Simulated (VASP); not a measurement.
# Sb in VASP: notebook, part 2 of 2

VASP 6.6.1.

### Step 4. Single point, PBE+D3(BJ)

File INCAR:

```
SYSTEM = Sb
PREC = Accurate
ENCUT = 400
EDIFF = 1E-6
ISMEAR = 0
SIGMA = 0.05
LREAL = .False.
LASPH = .True.
NELM = 120
ALGO = Normal
ISIF = 2
LWAVE = .False.
LCHARG = .False.
LDIPOL = .True.
IDIPOL = 3
DIPOL = 0.5 0.5 0.391
GGA = PE
IVDW = 12
NBANDS = 38
GGA_COMPAT = .False.
NELMDL = -8
```

File KPOINTS:

```
Automatic mesh
0
Gamma
  9 9 1
  0 0 0
```

File POSCAR:

```
Sb
1.0
    4.0686848921      0.0000000000      0.0000000000
   -2.0343424461      3.5235844766      0.0000000000
    0.0000000000      0.0000000000     20.8000277116
Sb
4
Direct
    0.3333333333      0.6666666667      0.2957702397
    0.6666666667      0.3333333333      0.2163458656
    0.0000000000      1.0000000000      0.5660401294
    0.3333333333      0.6666666667      0.4866201415
```

Potentials or basis: VASP PAW PBE potentials, release 64 (Sb_d_GW).

Run with:

```console
$ cat potpaw_PBE.64/Sb_d_GW/POTCAR > POTCAR
$ mpirun -np 1 vasp_std > vasp.out
```

OUTCAR:

```text
SYSTEM = Sb
   PREC = Accurate
   ENCUT = 400
   EDIFF = 1E-6
   ISMEAR = 0
   LREAL = .False.
   LASPH = .True.
   NELM = 120
   ISIF = 2
   GGA = PE
   IVDW = 12
   NELMDL = -8
 IVDW          = 12

 ion  position               nearest neighbor table
   1  0.333  0.667  0.296-   2 2.87   2 2.87   2 2.87
   2  0.667  0.333  0.216-   1 2.87   1 2.87   1 2.87
   3  0.000  0.000  0.566-   4 2.87   4 2.87   4 2.87
   4  0.333  0.667  0.487-   3 2.87   3 2.87   3 2.87

  LATTYP: Found a hexagonal cell.
 ALAT       =     4.0686848921
 C/A-ratio  =     5.1122237930

  Lattice vectors:

 A1 = (   4.0686848921,   0.0000000000,   0.0000000000)
 A2 = (  -2.0343424461,   3.5235844766,   0.0000000000)
 A3 = (   0.0000000000,   0.0000000000,  20.8000277116)

Analysis of symmetry for initial positions (statically):
=====================================================================
 Subroutine PRICEL returns:
 Original cell was already a primitive cell.

 Routine SETGRP: Setting up the symmetry group for a
 hexagonal supercell.

 Subroutine GETGRP returns: Found 12 space group operations
 (whereof  6 operations were pure point group operations)
 out of a pool of 24 trial point group operations.

The static configuration has the point symmetry C_3v.
 The point group associated with its full space group is D_3d.

Analysis of symmetry for dynamics (positions and initial velocities):
=====================================================================
 Subroutine PRICEL returns:
 Original cell was already a primitive cell.

 Routine SETGRP: Setting up the symmetry group for a
 hexagonal supercell.

 Subroutine GETGRP returns: Found 12 space group operations
 (whereof  6 operations were pure point group operations)
 out of a pool of 24 trial point group operations.

The dynamic configuration has the point symmetry C_3v.
 The point group associated with its full space group is D_3d.

 Subroutine INISYM returns: Found 12 space group operations
 (whereof  6 operations are pure point group operations),
 and found     1 'primitive' translations

----------------------------------------------------------------------------------------

                                     Primitive cell

  volume of cell :     298.1966

  direct lattice vectors                    reciprocal lattice vectors
     4.068684892  0.000000000  0.000000000     0.245779663  0.141900954  0.000000000
    -2.034342446  3.523584477  0.000000000     0.000000000  0.283801909  0.000000000
     0.000000000  0.000000000 20.800027712     0.000000000  0.000000000  0.048076859

  length of vectors
     4.068684892  4.068684892 20.800027712     0.283801909  0.283801909  0.048076859

  position of ions in fractional coordinates (direct lattice)
     0.333333333  0.666666667  0.295770240
     0.666666667  0.333333333  0.216345866
     0.000000000  0.000000000  0.566040129
     0.333333333  0.666666667  0.486620141

  ion indices of the primitive-cell ions
   primitive index   ion index
                 1           1
                 2           2
                 3           3
                 4           4

[... 32 lines left out ...]
  0.444444 -0.000000  0.000000      6.000000
  0.111111  0.111111  0.000000      6.000000
  0.222222  0.111111  0.000000     12.000000
  0.333333  0.111111  0.000000     12.000000
  0.444444  0.111111  0.000000      6.000000
  0.222222  0.222222  0.000000      6.000000
  0.333333  0.222222  0.000000     12.000000
  0.333333  0.333333  0.000000      2.000000
   k-points           NKPTS =     12   k-points in BZ     NKDIM =     12   number of bands    NBANDS=     38
   number of dos      NEDOS =    301   number of ions     NIONS =      4
   total plane-waves  NPLWV = 109760
   dimension x,y,z NGX =    28 NGY =   28 NGZ =  140
   dimension x,y,z NGXF=    56 NGYF=   56 NGZF=  280
   ions per type =               4
   NGX,Y,Z   is equivalent  to a cutoff of  11.44, 11.44, 11.19 a.u.
   NGXF,Y,Z  is equivalent  to a cutoff of  22.88, 22.88, 22.38 a.u.
 SYSTEM =  Sb
   PREC   = accura    normal or accurate (medium, high low for compatibility)
   ISTART =      0    job   : 0-new  1-cont  2-samecut
   ICHARG =      2    charge: 1-file 2-atom 10-const
   ISPIN  =      1    spin polarized calculation?
   LNONCOLLINEAR =      F non collinear calculations
   LSORBIT =      F    spin-orbit coupling
   LASPH  =      T    aspherical Exc in radial PAW
   ENCUT  =  400.0 eV  29.40 Ry    5.42 a.u.   6.63  6.63 33.92*2*pi/ulx,y,z
   NELM   =    120;   NELMIN=  2; NELMDL= -8     # of ELM steps
   EDIFF  = 0.1E-05   stopping-criterion for ELM
   LREAL  =      F    real-space projection
   EDIFFG = 0.1E-04   stopping-criterion for IOM
   NSW    =      0    number of steps for IOM
   IBRION =     -1    ionic relax: 0-MD 1-quasi-New 2-CG
   NFREE  =      0    steps in history (QN), initial steepest desc. (CG)
   ISIF   =      2    stress and relaxation
   ISYM   =      2    0-nonsym 1-usesym 2-fastsym
   POTIM  = 0.5000    time-step for ionic-motion
   TEBEG  =    0.0;   TEEND  =   0.0 temperature during run
   PSTRESS=    0.0 pullay stress
   NELECT =      60.0000    total number of electrons
   NUPDOWN=      -1.0000    fix difference up-down
   EMIN   =  10.00;   EMAX   =-10.00  energy-range for DOS
   EFERMI =   0.00;   METHOD = LEGACY
   ISMEAR =     0;   SIGMA  =   0.05  broadening in eV -4-tet -1-fermi 0-gaus
   EFERMI_NEDOS =   21; number of points for ismear=-14 and -15
   IALGO  =     38    algorithm
   IMIX   =      4    mixing-type and parameters
     AMIX     =   0.40;   BMIX     =  1.00
     AMIX_MAG =   1.60;   BMIX_MAG =  1.00
  volume/ion in A,a.u.               =      74.55       503.08
  Fermi-wavevector in a.u.,A,eV,Ry     =   0.959307  1.812828 12.521037  0.920270
  Thomas-Fermi vector in A             =   2.088492
   LORBIT       =      0    0 simple, 1 ext, 2 COOP (PROOUT), +10 PAW based schemes
   GGA     = PE    functional components
   LHFCALC =     F    Hartree Fock is set to
   AEXX    =    0.0000 exact exchange contribution
   IVDW    =    12    specifies the selected vdW correction
   LEPSILON=     F    determine dielectric tensor
   LRPA    =     F    only Hartree local field effects (RPA)
 non-spin polarized calculation
 Gauss-broadening in eV      SIGMA  =   0.05
  energy-cutoff  :      400.00
  volume of cell :      298.20
 maximum number of plane-waves:      5503
 NGX is ok and might be reduce to    28
   NGX = 13   NGY = 13   NGZ = 67

 dipolmoment           0.000000      0.000000      0.000020 electrons x Angstroem

 number of electron      60.0000015 magnetization

 dipolmoment           0.000000      0.000000     -0.000627 electrons x Angstroem

 Free energy of the ion-electron system (eV)
  ---------------------------------------------------
  ext. energy  EPLUGINS =         0.00000000
  ---------------------------------------------------
  free energy    TOTEN  =       -16.26525747 eV

  energy without entropy =      -16.26525747  energy(sigma->0) =      -16.26525747

 E-fermi :  -0.5387     XC(G=0):  -4.9154

 val. band max:       -0.8403578609   @ k =   0.0000   0.0000   0.0000
 cond. band min:       0.0375728632   @ k =   0.3333  -0.0000   0.0000
 fundamental gap:      0.8779307241
 Fermi energy:        -0.5387487319

 k-point     1 :       0.0000    0.0000    0.0000
  band No.  band energies     occupation
      1     -29.5383      2.00000
      2     -29.5383      2.00000
      3     -29.5325      2.00000
      4     -29.5325      2.00000
      5     -29.4609      2.00000
      6     -29.4609      2.00000
[... 481 lines left out ...]
     37       5.6898      0.00000
     38       5.6927      0.00000

------------------------ aborting loop because EDIFF is reached ----------------------------------------

 vacuum level on the upper side and lower side of the slab       (xc-potential included)        -0.132        -0.121

 Edisp (eV)   -1.14549

 E8    (eV) :    -0.5482

  FORCE on cell =-STRESS in cart. coord.  units (eV):
  Direction    XX          YY          ZZ          XY          YZ          ZX
  --------------------------------------------------------------------------------------
  -------------------------------------------------------------------------------------
  Total      -0.27281    -0.27281    -0.27313     0.00000     0.00000    -0.00000
  in kB      -1.46579    -1.46579    -1.46748     0.00000     0.00000    -0.00000
  external pressure =       -1.47 kB  Pullay stress =        0.00 kB

 VOLUME and BASIS-vectors are now :
 -----------------------------------------------------------------------------
  energy-cutoff  :      400.00
  volume of cell :      298.20
      direct lattice vectors                 reciprocal lattice vectors
     4.068684892  0.000000000  0.000000000     0.245779663  0.141900954  0.000000000
    -2.034342446  3.523584477  0.000000000     0.000000000  0.283801909  0.000000000
     0.000000000  0.000000000 20.800027712     0.000000000  0.000000000  0.048076859

 POSITION                                       TOTAL-FORCE (eV/Angst)
 -----------------------------------------------------------------------------------
     -0.00000      2.34906      6.15203         0.000000      0.000000     -0.006953
      2.03434      1.17453      4.50000         0.000000      0.000000      0.004239
      0.00000      0.00000     11.77365        -0.000000      0.000000     -0.004239
     -0.00000      2.34906     10.12171        -0.000000     -0.000000      0.006953
 -----------------------------------------------------------------------------------
    total drift:                               -0.000000     -0.000000     -0.083202

  FREE ENERGIE OF THE ION-ELECTRON SYSTEM (eV)
  ---------------------------------------------------
  free  energy   TOTEN  =       -17.4107517047 eV

  energy  without entropy=      -17.4107517047  energy(sigma->0) =      -17.41075170

 vacuum level on the upper side and lower side of the slab         3.725         3.738
```

OSZICAR:

```text
N       E                     dE             d eps       ncg     rms          rms(c)
DAV:   1     0.735395845835E+03    0.73540E+03   -0.18763E+04  1304   0.117E+04
DAV:   2     0.295190155660E+03   -0.44021E+03   -0.42545E+03  1418   0.233E+03
DAV:   3     0.666354569947E+02   -0.22855E+03   -0.22523E+03  1572   0.479E+02
[... 15 lines left out ...]
DAV:  19    -0.162652380129E+02   -0.18068E-04   -0.11166E-06   802   0.481E-02    0.846E-04
DAV:  20    -0.162652520005E+02   -0.13988E-04   -0.70588E-07   774   0.531E-02    0.561E-04
DAV:  21    -0.162652551466E+02   -0.31460E-05   -0.41923E-07   784   0.253E-02    0.424E-04
DAV:  22    -0.162652565184E+02   -0.13718E-05   -0.31467E-07   708   0.411E-02    0.314E-04
DAV:  23    -0.162652574656E+02   -0.94713E-06   -0.43496E-07   712   0.175E-02
   1 F= -.17410752E+02 E0= -.17410752E+02  d E =-.109683E-18
```

stdout:

```text
POSCAR found type information on POSCAR Sb
 POSCAR found :  1 types and       4 ions
 scaLAPACK will be used
 LDA part: xc-table for (Slater+PW92), standard interpolation
 POSCAR, INCAR and KPOINTS ok, starting setup
 FFT: planning ... GRIDC
 FFT: planning ... GRID_SOFT
 FFT: planning ... GRID
 WAVECAR not read
 entering main loop
```

Run time: 4.6 min. Hardware: 1 thread of Intel Xeon Platinum 8488C (Sapphire Rapids), shared host; peak memory 0.34 GiB.

What came out:

```yaml
Free_energy: -17.4108 eV
Largest_force: 0.007 eV/Å
Band_gap_on_the_k_mesh: 0.88 eV (least direct gap 1.43 eV)
Dispersion_energy_per_atom: -0.286 eV
```

Forces in eV/Å, atoms in the order of the input:
```
Sb   0.000  0.000 -0.007
Sb   0.000  0.000  0.004
Sb   0.000  0.000 -0.004
Sb   0.000  0.000  0.007
```

Levels at points of the mesh, in eV from the valence-band top:
```tsv
k point	band 28	band 29	band 30	band 31	band 32	band 33
(0.00, 0.00, 0.00)	-0.06	0.00	0.00	1.51	1.97	2.69
```

Caveat: spin-orbit coupling is left out, which moves the levels of the heavy elements.

### Step 5. Overview

```tsv
cell	largest force (eV/Å)
as given, atomic positions A	0.01
as given, atomic positions B	-
as given, atomic positions C	0.01
```

Alike in all rows: task single point; level PBE+D3(BJ); potentials or basis VASP PAW PBE potentials, release 64 (Sb_d_GW); no spin polarisation; k mesh 9 × 9 × 1; cutoff (eV) 400; smearing gaussian 0.05 eV.

Caveats: spin-orbit coupling is left out, which moves the levels of the heavy elements.

Total energies depend on the potentials used, so only differences within one code and one set of settings carry meaning.
